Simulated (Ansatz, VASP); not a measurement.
MgO in VASP and in Ansatz

```
Mg O
1.0
     4.16071    0.00000    0.00000
     0.00000   -4.16071    0.00000
     0.00000    0.00000   -4.16071
Mg O
4 4
Cartesian
  -0.3677 -4.5284 -4.6807
  2.0804 -2.0804 -4.1607
  2.0804 -4.1607 -2.0804
  0.0000 -2.0804 -2.0804
  2.0804 0.0000 0.0000
  0.0000 -2.0804 0.0000
  0.0000 0.0000 -2.0804
  2.0804 -2.0804 -2.0804
```

Alike in both runs: task single point; functional LDA; k mesh 6 × 6 × 6; occupations gaussian, width 0.05 eV; no spin polarisation.

|  | VASP | Ansatz |
| --- | --- | --- |
| version | VASP 6.6.1 | Ansatz 0.2.0 |
| potentials or method | VASP PAW LDA potentials, release 64 (Mg_sv, O), cutoff 840 eV | scalar-relativistic, plane waves, PAW |
| valence electrons in the cell | 64 | 64 |

```tsv
	VASP	Ansatz	Ansatz less VASP
gap on the k mesh at the Fermi level (eV)	4.80	4.79	-0.009
least direct gap on the mesh (eV)	4.80	4.79	-0.009
pressure (GPa)	16.4	15.5	-0.83
traceless stress, the component that is largest in VASP (GPa)	9.16	8.84	-0.320
rms of the force components (eV/Å)	2.374	2.312	-0.0620
```

Ansatz warns that its potentials were made for another functional, while VASP's fit it. LDA's correlation is that of Perdew and Zunger in VASP and of Perdew and Wang (1992) in Ansatz. Atom by atom the forces differ by 0.070 eV/Å (rms over components).
